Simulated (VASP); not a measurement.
Runs of VASP 6.6.1 on Si3WC2. The structure is that of space group P6/mmm (No. 191), or close to it. The cells are those of the table. The cell was generated, and may not be a known phase.

```tsv
task	cell	k mesh	cutoff (eV)	gap on the mesh (eV)	pressure (GPa)	relaxed volume (Å³/atom)
single point	a = 6.245, b = 6.245, c = 2.547 Å, angles 90.0, 90.0, 120.0°, 6 atoms	6 × 6 × 4	520	none	0.0	-
relaxation of cell and atoms	relaxed from a = 4.679, b = 4.679, c = 5.747 Å, angles 90.0, 90.0, 120.0°, 6 atoms	6 × 6 × 4	600	none	0.4	(a)
single point	a = 4.679, b = 4.679, c = 5.747 Å, angles 90.0, 90.0, 120.0°, 6 atoms	6 × 6 × 4	520	none	140.0	-
single point	a = 6.301, b = 6.301, c = 2.475 Å, angles 90.0, 90.0, 120.0°, 6 atoms	6 × 6 × 14	520	none	0.0	-
relaxation of cell and atoms	relaxed from a = 6.244, b = 6.244, c = 2.536 Å, angles 90.0, 90.0, 120.0°, 6 atoms	6 × 6 × 14	600	none	0.0	14.19
```

Alike in all rows: level PBE; potentials or basis VASP PAW PBE potentials, release 64 (Si, W_sv, C); no spin polarisation; smearing gaussian 0.1 eV.

Task: Estimate the missing entries.

Result: (a) 14.25.

Caveats: some runs use coarse meshes; spin-orbit coupling is left out, which moves the levels of the heavy elements; the volume moved by over 15 % at a fixed basis, so the end points are rough (at least some runs); the stress differs along the axes, from -2 to 211 GPa (at least some runs).

A k mesh can miss the band edges, and the runs leave out spin-orbit coupling on W.

A gap of «none» marks levels without a gap at the run's occupations.
